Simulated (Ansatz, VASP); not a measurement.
**One calculation of AgCl, two programs**

```
Ag Cl
1.0
     3.43397    0.00000    0.00000
     0.00000    3.43397    0.00000
     0.00000    0.00000    3.50265
Ag Cl
1 1
Direct
  0.00000 0.00000 0.00000
  0.50000 0.50000 0.50000
```

Change from the starting cell: zz strain of +2 %, PAW files.

Alike in both runs: task electric field gradients; functional PBE; k mesh 9 × 9 × 9; occupations fermi-dirac, width 0.01 eV; no spin polarisation.

|  | VASP | Ansatz |
| --- | --- | --- |
| version | VASP 6.6.1 | Ansatz 0.2.0 |
| potentials or method | VASP PAW PBE potentials, release 64 (Ag, Cl) | PAW with Ansatz's default frozen-core files, scalar-relativistic |
| plane-wave cutoff (eV) | 520 | 420 |
| valence electrons in the cell | 18 | 26 |

|  | VASP | Ansatz | Ansatz less VASP |
| --- | --- | --- | --- |
| gap on the k mesh at the Fermi level (eV) | 0.58 | 0.58 | 0.000 |
| pressure (GPa) | -1.1 | -1.0 | +0.12 |
| traceless stress, the component that is largest in VASP (GPa) | -0.61 | -0.61 | +0.002 |
| size of Vzz on the site where it differs most (V/Å²) | 1.9 | 2.5 | +0.60 |

The functional is the same, so the differences come from potentials, cutoffs and numerics. VASP's potentials hold 18 valence electrons a cell and Ansatz's 26, so a difference there can come from the potentials and not from the codes.
